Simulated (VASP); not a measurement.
# SnO (P4/nmm) in VASP: relaxation of cell and atoms with LDA

Aim: the relaxation of cell and atoms of SnO with LDA.

Program: VASP 6.6.1. These are calculated values, not measurements. Logs are shortened: lines on timing, memory, paths and dates and some standing lists are left out, and cuts for length are marked.

**1. The cell of the first run**

Symmetry: P4/nmm, No. 129, tetragonal system. The conventional cell has a = 3.837 Å, b = 3.837 Å, c = 4.759 Å, α = 90.00°, β = 90.00°, γ = 90.00°. Within 3.0 Å of Sn (site symmetry 4mm) lie 4 O at 2.24 Å. O (site symmetry -4m2) has 4 Sn at 2.24 Å and 4 O at 2.71 Å within 3.0 Å.

**2. Relaxation of cell and atoms, LDA**

Contents of INCAR:

```
SYSTEM = SnO
ALGO = Normal
EDIFF = 1E-6
EDIFFG = -0.005
ENCUT = 600
IBRION = 2
ISIF = 3
ISMEAR = 0
LASPH = .TRUE.
LCHARG = .FALSE.
LREAL = .FALSE.
LWAVE = .FALSE.
NELM = 80
NSW = 70
PREC = Accurate
SIGMA = 0.1
```

Contents of KPOINTS:

```
k-points
0
G
  12 12 10
  0 0 0
```

Contents of POSCAR:

```
SnO
1.0
    3.8365550869      0.0000000000      0.0000000000
    0.0000000000      3.8365550869      0.0000000000
    0.0000000000      0.0000000000      4.7594503381
Sn O
2 2
Direct
    0.5000000000      0.0000000000      0.2434679944
    0.0000000000      0.5000000000      0.7565320056
    0.0000000000      0.0000000000      0.0000000000
    0.5000000000      0.5000000000      0.0000000000
```

Potentials or basis: VASP PAW LDA potentials, release 64 (Sn_d, O).

Started as:

```bash
> cat potpaw_LDA.64/Sn_d/POTCAR potpaw_LDA.64/O/POTCAR > POTCAR
> mpirun -np 1 vasp_std > vasp.out
```

OUTCAR:

```text
SYSTEM = SnO
   EDIFF = 1E-6
   EDIFFG = -0.005
   ENCUT = 600
   IBRION = 2
   ISIF = 3
   ISMEAR = 0
   LASPH = .TRUE.
   LREAL = .FALSE.
   NELM = 80
   NSW = 70
   PREC = Accurate

 ion  position               nearest neighbor table
   1  0.500  0.000  0.243-   3 2.24   4 2.24   4 2.24   3 2.24   2 3.57   2 3.57   2 3.57   2 3.57
                             2 3.65   2 3.65   2 3.65   2 3.65
   2  0.000  0.500  0.757-   3 2.24   4 2.24   3 2.24   4 2.24   1 3.57   1 3.57   1 3.57   1 3.57
                             1 3.65   1 3.65   1 3.65   1 3.65
   3  0.000  0.000  0.000-   1 2.24   2 2.24   2 2.24   1 2.24
   4  0.500  0.500  0.000-   1 2.24   2 2.24   1 2.24   2 2.24

  LATTYP: Found a simple tetragonal cell.
 ALAT       =     3.8365550869
 C/A-ratio  =     1.2405531083

  Lattice vectors:

 A1 = (   3.8365550869,   0.0000000000,   0.0000000000)
 A2 = (   0.0000000000,   3.8365550869,   0.0000000000)
 A3 = (   0.0000000000,   0.0000000000,   4.7594503381)

Analysis of symmetry for initial positions (statically):
=====================================================================
 Subroutine PRICEL returns:
 Original cell was already a primitive cell.

 Routine SETGRP: Setting up the symmetry group for a
 simple tetragonal supercell.

 Subroutine GETGRP returns: Found 16 space group operations
 (whereof  8 operations were pure point group operations)
 out of a pool of 16 trial point group operations.

The static configuration has the point symmetry D_2d.
 The point group associated with its full space group is D_4h.

Analysis of symmetry for dynamics (positions and initial velocities):
=====================================================================
 Subroutine PRICEL returns:
 Original cell was already a primitive cell.

 Routine SETGRP: Setting up the symmetry group for a
 simple tetragonal supercell.

 Subroutine GETGRP returns: Found 16 space group operations
 (whereof  8 operations were pure point group operations)
 out of a pool of 16 trial point group operations.

The dynamic configuration has the point symmetry D_2d.
 The point group associated with its full space group is D_4h.

 Subroutine INISYM returns: Found 16 space group operations
 (whereof  8 operations are pure point group operations),
 and found     1 'primitive' translations

----------------------------------------------------------------------------------------

                                     Primitive cell

  volume of cell :      70.0551

  direct lattice vectors                    reciprocal lattice vectors
     3.836555087  0.000000000  0.000000000     0.260650500  0.000000000  0.000000000
     0.000000000  3.836555087  0.000000000     0.000000000  0.260650500  0.000000000
     0.000000000  0.000000000  4.759450338     0.000000000  0.000000000  0.210108296

  length of vectors
     3.836555087  3.836555087  4.759450338     0.260650500  0.260650500  0.210108296

  position of ions in fractional coordinates (direct lattice)
     0.500000000  0.000000000  0.243467994
     0.000000000  0.500000000  0.756532006
     0.000000000  0.000000000  0.000000000
     0.500000000  0.500000000  0.000000000

  ion indices of the primitive-cell ions
   primitive index   ion index
                 1           1
                 2           2
                 3           3
                 4           4

----------------------------------------------------------------------------------------

 KPOINTS: k-points

Automatic generation of k-mesh.
 Grid dimensions read from file:
 generate k-points for:   12   12   10

 Generating k-lattice:

  Cartesian coordinates                     Fractional coordinates (reciprocal lattice)
     0.021720875  0.000000000  0.000000000     0.083333333  0.000000000  0.000000000
     0.000000000  0.021720875  0.000000000     0.000000000  0.083333333  0.000000000
     0.000000000  0.000000000  0.021010830     0.000000000  0.000000000  0.100000000

  Length of vectors
     0.021720875  0.021720875  0.021010830

  Shift w.r.t. Gamma in fractional coordinates (k-lattice)
     0.000000000  0.000000000  0.000000000

 Subroutine IBZKPT returns following result:
 ===========================================

 Found    168 irreducible k-points:

 Following reciprocal coordinates:
            Coordinates               Weight
  0.000000  0.000000  0.000000      1.000000
  0.083333  0.000000  0.000000      4.000000
  0.166667  0.000000  0.000000      4.000000
  0.250000  0.000000  0.000000      4.000000
  0.333333  0.000000  0.000000      4.000000
  0.416667  0.000000  0.000000      4.000000
[... 16 lines left out ...]
  0.333333  0.333333  0.000000      4.000000
  0.416667  0.333333  0.000000      8.000000
 [... further k-points ...]
   k-points           NKPTS =    168   k-points in BZ     NKDIM =    168   number of bands    NBANDS=     24
   number of dos      NEDOS =    301   number of ions     NIONS =      4
   total plane-waves  NPLWV =  40960
   dimension x,y,z NGX =    32 NGY =   32 NGZ =   40
   dimension x,y,z NGXF=    64 NGYF=   64 NGZF=   80
   ions per type =               2   2
   NGX,Y,Z   is equivalent  to a cutoff of  13.87, 13.87, 13.97 a.u.
   NGXF,Y,Z  is equivalent  to a cutoff of  27.73, 27.73, 27.94 a.u.
 SYSTEM =  SnO
   PREC   = accura    normal or accurate (medium, high low for compatibility)
   ISTART =      0    job   : 0-new  1-cont  2-samecut
   ICHARG =      2    charge: 1-file 2-atom 10-const
   ISPIN  =      1    spin polarized calculation?
   LNONCOLLINEAR =      F non collinear calculations
   LSORBIT =      F    spin-orbit coupling
   LASPH  =      T    aspherical Exc in radial PAW
   ENCUT  =  600.0 eV  44.10 Ry    6.64 a.u.   7.66  7.66  9.51*2*pi/ulx,y,z
   NELM   =     80;   NELMIN=  2; NELMDL= -5     # of ELM steps
   EDIFF  = 0.1E-05   stopping-criterion for ELM
   LREAL  =      F    real-space projection
   EDIFFG = -.5E-02   stopping-criterion for IOM
   NSW    =     70    number of steps for IOM
   IBRION =      2    ionic relax: 0-MD 1-quasi-New 2-CG
   NFREE  =      1    steps in history (QN), initial steepest desc. (CG)
   ISIF   =      3    stress and relaxation
   ISYM   =      2    0-nonsym 1-usesym 2-fastsym
   POTIM  = 0.5000    time-step for ionic-motion
   TEBEG  =    0.0;   TEEND  =   0.0 temperature during run
   PSTRESS=    0.0 pullay stress
   NELECT =      40.0000    total number of electrons
   NUPDOWN=      -1.0000    fix difference up-down
   EMIN   =  10.00;   EMAX   =-10.00  energy-range for DOS
   EFERMI =   0.00;   METHOD = LEGACY
   ISMEAR =     0;   SIGMA  =   0.10  broadening in eV -4-tet -1-fermi 0-gaus
   EFERMI_NEDOS =   21; number of points for ismear=-14 and -15
   IALGO  =     38    algorithm
   IMIX   =      4    mixing-type and parameters
     AMIX     =   0.40;   BMIX     =  1.00
     AMIX_MAG =   1.60;   BMIX_MAG =  1.00
  volume/ion in A,a.u.               =      17.51       118.19
  Fermi-wavevector in a.u.,A,eV,Ry     =   1.358152  2.566534 25.096979  1.844576
  Thomas-Fermi vector in A             =   2.485009
   LORBIT       =      0    0 simple, 1 ext, 2 COOP (PROOUT), +10 PAW based schemes
   GGA     = CA    functional components
   LHFCALC =     F    Hartree Fock is set to
   AEXX    =    0.0000 exact exchange contribution
   IVDW    =     0    specifies the selected vdW correction
   LEPSILON=     F    determine dielectric tensor
   LRPA    =     F    only Hartree local field effects (RPA)
 conjugate gradient relaxation of ions
 non-spin polarized calculation
 Gauss-broadening in eV      SIGMA  =   0.10
  energy-cutoff  :      600.00
  volume of cell :       70.06
 maximum number of plane-waves:      2363
 NGX is ok and might be reduce to    32
   NGX = 15   NGY = 15   NGZ = 19

--------------------------------------- Ionic step        1  -------------------------------------------

 number of electron      40.0000014 magnetization

 Free energy of the ion-electron system (eV)
  ---------------------------------------------------
  ext. energy  EPLUGINS =         0.00000000
  ---------------------------------------------------
  free energy    TOTEN  =       -25.69069296 eV

  energy without entropy =      -25.69028300  energy(sigma->0) =      -25.69048798

------------------------ aborting loop because EDIFF is reached ----------------------------------------

  FORCE on cell =-STRESS in cart. coord.  units (eV):
  Direction    XX          YY          ZZ          XY          YZ          ZX
  --------------------------------------------------------------------------------------
  -------------------------------------------------------------------------------------
  Total       -2.2080573     -2.2080573     -1.6466002      0.0000000      0.0000000      0.0000000
  in kB      -50.4988215    -50.4988215    -37.6581584      0.0000000      0.0000000      0.0000000
  external PRESSURE =     -46.2186004 kB  Pullay stress =       0.0000000 kB
[... 95 lines left out ...]
  FREE ENERGIE OF THE ION-ELECTRON SYSTEM (eV)
  ---------------------------------------------------
  free  energy   TOTEN  =       -25.7355598763 eV

  energy  without entropy=      -25.7349709593  energy(sigma->0) =      -25.73526542

[... ionic steps 4 to 12 ...]

--------------------------------------- Ionic step       13  -------------------------------------------

 number of electron      40.0000013 magnetization

------------------------ aborting loop because EDIFF is reached ----------------------------------------

  FORCE on cell =-STRESS in cart. coord.  units (eV):
  Direction    XX          YY          ZZ          XY          YZ          ZX
  --------------------------------------------------------------------------------------
  -------------------------------------------------------------------------------------
  Total        0.0168011      0.0168011     -0.0152635      0.0000000      0.0000000      0.0000000
  in kB        0.4092408      0.4092408     -0.3717868      0.0000000      0.0000000      0.0000000
  external PRESSURE =       0.1488982 kB  Pullay stress =       0.0000000 kB
[... 61 lines left out ...]
  energy  without entropy=      -25.7418650253  energy(sigma->0) =      -25.74254317

--------------------------------------- Ionic step       15  -------------------------------------------

 number of electron      40.0000013 magnetization

 Free energy of the ion-electron system (eV)
  ---------------------------------------------------
  ext. energy  EPLUGINS =         0.00000000
  ---------------------------------------------------
  free energy    TOTEN  =       -25.74322381 eV

  energy without entropy =      -25.74187435  energy(sigma->0) =      -25.74254908

 E-fermi :   7.6845     XC(G=0): -11.0186

 val. band max:        7.6742531358   @ k =   0.0833   0.0833   0.0000
 cond. band min:       7.7227940744   @ k =   0.4167   0.4167   0.0000
 fundamental gap:      0.0485409385
 Fermi energy:         7.6844633735

 k-point     1 :       0.0000    0.0000    0.0000
  band No.  band energies     occupation
      1     -14.3683      2.00000
      2     -13.9079      2.00000
      3     -13.9079      2.00000
      4     -13.8884      2.00000
      5     -13.8455      2.00000
      6     -13.8404      2.00000
[... 637 lines left out ...]
     23      12.1438      0.00000
     24      12.5017      0.00000

 [... further k-points ...]

------------------------ aborting loop because EDIFF is reached ----------------------------------------

  FORCE on cell =-STRESS in cart. coord.  units (eV):
  Direction    XX          YY          ZZ          XY          YZ          ZX
  --------------------------------------------------------------------------------------
  -------------------------------------------------------------------------------------
  Total       -0.0038012     -0.0038012     -0.0182180      0.0000000      0.0000000      0.0000000
  in kB       -0.0925771     -0.0925771     -0.4436956      0.0000000      0.0000000      0.0000000
  external PRESSURE =      -0.2096166 kB  Pullay stress =       0.0000000 kB
[... 19 lines left out ...]
  FREE ENERGIE OF THE ION-ELECTRON SYSTEM (eV)
  ---------------------------------------------------
  free  energy   TOTEN  =       -25.7432238095 eV

  energy  without entropy=      -25.7418743513  energy(sigma->0) =      -25.74254908

 reached required accuracy - stopping structural energy minimisation
```

It took 22 min on 1 thread of Intel Xeon Platinum 8375C at 2.90GHz (Ice Lake), shared host; peak memory 0.4 GiB.

What came out:

* Free energy: -25.7432 eV
* Relaxed volume: 16.45 Å³/atom
* Relaxed cell: a = 3.767 Å, b = 3.767 Å, c = 4.636 Å, α = 90.00°, β = 90.00°, γ = 90.00°
* Space group after relaxing (to 0.1 Å): P4/nmm (No. 129)
* Energy gained by relaxing: 13.1 meV/atom
* Ionic steps: 15
* Pressure after relaxing: 0.0 GPa
* Largest force after relaxing: 0.004 eV/Å
* Band gap on the k mesh: zero (bands 20 and 21 overlap by 0.28 eV)

Forces in eV/Å, atoms in the order of the input:
```
Sn   0.000  0.000 -0.004
Sn   0.000  0.000  0.004
O    0.000  0.000  0.000
O    0.000  0.000  0.000
```

Step by step:
```
step  energy change (eV)  largest force (eV/Å)  pressure (GPa)  volume (Å³)
   1              0.0000                0.4898           -4.62        70.06
   2              0.0020                1.0068            4.79        65.06
   3             -0.0449                0.2094           -0.32        67.51
   4             -0.0486                0.1162           -0.24        67.10
   5             -0.0500                0.0274           -0.15        66.72
   6             -0.0501                0.0146           -0.16        66.67
   7             -0.0509                0.0367            0.06        66.41
   8             -0.0514                0.0584            0.25        66.15
   9             -0.0516                0.1009            0.63        65.64
  10             -0.0517                0.0845            0.44        65.84
  11             -0.0521                0.0570            0.32        65.82
  12             -0.0525                0.0051            0.00        65.78
  13             -0.0525                0.0098            0.01        65.78
  14             -0.0525                0.0060           -0.03        65.78
  15             -0.0525                0.0043           -0.02        65.78
```

Final structure:
```xyz
4
Lattice="3.7669 0.0000 0.0000 0.0000 3.7669 0.0000 0.0000 0.0000 4.6362" Properties=species:S:1:pos:R:3 pbc="T T T"
Sn    1.8834    3.7669    1.1496
Sn    0.0000    1.8834    3.4867
O     0.0000    0.0000    0.0000
O     1.8834    1.8834    0.0000
```

Caveat: semilocal functionals underestimate gaps, so a narrow gap can read as zero; spin-orbit coupling is left out, which moves the levels of the heavy elements. LDA usually gives volumes a few per cent too small.
